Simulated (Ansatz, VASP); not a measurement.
**SrTiO3 in VASP and in Ansatz**

INCAR

```
PREC = Accurate ; ENCUT = 520
EDIFF = 1E-7 ; ISMEAR = 0
SIGMA = 0.05 ; LREAL = F
LASPH = T ; NELM = 80
ALGO = Normal ; ISIF = 2
LWAVE = F ; LCHARG = F
GGA = PS ; NBANDS = 28
```

Contents of KPOINTS:

```
regular mesh
0
Gamma
  8 8 8
```

The input POSCAR:

```
SrTiO3
1.0
    3.9494869374      0.0000000000      0.0000000000
    0.0000000000      3.9494869374      0.0000000000
    0.0000000000      0.0000000000      4.0078537395
Sr Ti O
1 1 3
Direct
    0.0000000000      0.0000000000      0.0000000000
    0.5000000000      0.5000000000      0.5000000000
    0.0000000000      0.5000000000      0.5000000000
    0.5000000000      0.0000000000      0.5000000000
    0.5000000000      0.5000000000      0.0000000000
```

Input for Ansatz:

```yaml
crystal:
  lattice:
    - [3.9494869374, 0.0, 0.0]
    - [0.0, 3.9494869374, 0.0]
    - [0.0, 0.0, 4.0078537395]
  atoms:
    - { symbol: Sr, position: [0.0, 0.0, 0.0] }
    - { symbol: Ti, position: [0.5, 0.5, 0.5] }
    - { symbol: O, position: [0.0, 0.5, 0.5] }
    - { symbol: O, position: [0.5, 0.0, 0.5] }
    - { symbol: O, position: [0.5, 0.5, 0.0] }
basis:
  ecutwfc: 420
kpoints:
  mp_grid: { grid: [8, 8, 8] }
hamiltonian:
  xc: pbesol
scf:
  occupations: { method: gaussian, width: 0.05 }
output:
  forces: true
  stress: true
  eigenvalues: true
```

Change from the starting cell: strain +0.015 along x and y, +0.030 along z, atoms carried along.

Alike in both runs: task single point; functional PBEsol; k mesh 8 × 8 × 8; occupations gaussian, width 0.05 eV; no spin polarisation.

|  | VASP | Ansatz |
| --- | --- | --- |
| version | VASP 6.6.1 | Ansatz 0.2.0 |
| potentials or method | VASP PAW PBE potentials, release 64 (Sr_sv, Ti_sv, O), cutoff 520 eV | scalar-relativistic, plane waves, PAW |
| valence electrons in the cell | 40 | 40 |

Ansatz gave:

* gap on the k mesh at the Fermi level (eV): 1.72
* least direct gap on the mesh (eV): 2.11
* pressure (GPa): -9.6
* traceless stress, the component that is largest in VASP (GPa): -1.77

Q: What did VASP give for the same quantities?

A: gap on the k mesh at the Fermi level (eV): 1.69; least direct gap on the mesh (eV): 2.09; pressure (GPa): -9.1; traceless stress, the component that is largest in VASP (GPa): -1.80.

VASP's potentials were made for PBE, not for PBEsol.
